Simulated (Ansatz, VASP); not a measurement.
One calculation of NbPdSe4, two programs

Contents of INCAR:

```
SYSTEM = NbPdSe4
PREC = Accurate
ENCUT = 600
EDIFF = 1E-6
ISMEAR = 0
SIGMA = 0.1
LREAL = .FALSE.
LASPH = .TRUE.
NELM = 100
ALGO = Normal
ISIF = 3
LWAVE = .FALSE.
LCHARG = .FALSE.
GGA = PE
IBRION = 2
NSW = 90
EDIFFG = -0.04
```

KPOINTS

```
Automatic mesh
0
G
  6 6 4
  0 0 0
```

File POSCAR:

```
NbPdSe4
1.0
    4.8124172040      0.0000000000      0.0000000000
   -2.4062086020      4.1676755523      0.0000000000
    0.0000000000      0.0000000000      5.6722154747
Nb Pd Se
1 1 4
Direct
    0.0000000000      0.0000000000      0.5000000000
    0.0000000000      0.0000000000      0.0000000000
    0.3333333333      0.6666666667      0.7297166156
    0.3333333333      0.6666666667      0.2702833844
    0.6666666667      0.3333333333      0.7297166156
    0.6666666667      0.3333333333      0.2702833844
```

Input for Ansatz:

```yaml
crystal:
  lattice:
    - [4.812417204, 0.0, 0.0]
    - [-2.406208602, 4.1676755523, 0.0]
    - [0.0, 0.0, 5.6722154747]
  atoms:
    - { symbol: Nb, position: [0.0, 0.0, 0.5] }
    - { symbol: Pd, position: [0.0, 0.0, 0.0] }
    - { symbol: Se, position: [0.3333333333, 0.6666666667, 0.7297166156] }
    - { symbol: Se, position: [0.3333333333, 0.6666666667, 0.2702833844] }
    - { symbol: Se, position: [0.6666666667, 0.3333333333, 0.7297166156] }
    - { symbol: Se, position: [0.6666666667, 0.3333333333, 0.2702833844] }
basis:
  ecutwfc: 420
kpoints:
  mp_grid: { grid: [6, 6, 4] }
hamiltonian:
  xc: pbe
scf:
  occupations: { method: gaussian, width: 0.1 }
  lower_state_search: "off"
output:
  forces: true
  stress: true
  eigenvalues: true
relax:
  adjacent_minimum: "off"
  f_tol: 0.04
  max_steps: 70
  cell: { stress_tol: 0.4 }
```

Change from the starting cell: species swapped into the TiB4Mo type (P6/mmm, No. 191).

Alike in both runs: task relaxation of cell and atoms; functional PBE; k mesh 6 × 6 × 4; occupations gaussian, width 0.1 eV; no spin polarisation.

```csv
,VASP,Ansatz
version,VASP 6.6.1,Ansatz 0.2.0
potentials or method,"VASP PAW PBE potentials, release 64 (Nb_sv, Pd, Se), cutoff 600 eV","scalar-relativistic, plane waves, PAW"
valence electrons in the cell,47,95
```

VASP gave:

```
gap on the k mesh at the Fermi level, each at its own relaxed structure (eV) : none
relaxed volume (Å³/atom)                                                     : 19.14
relaxed cell length with the largest relative difference (Å)                 : 5.818
```

Problem. What did Ansatz give for the same quantities?

Solution. gap on the k mesh at the Fermi level, each at its own relaxed structure (eV): none; relaxed volume (Å³/atom): 19.20; relaxed cell length with the largest relative difference (Å): 5.833.

A gap of «none» marks a metal or a gap that the smearing closes. VASP's potentials hold 47 valence electrons a cell and Ansatz's 95, so a difference there can come from the potentials and not from the codes.
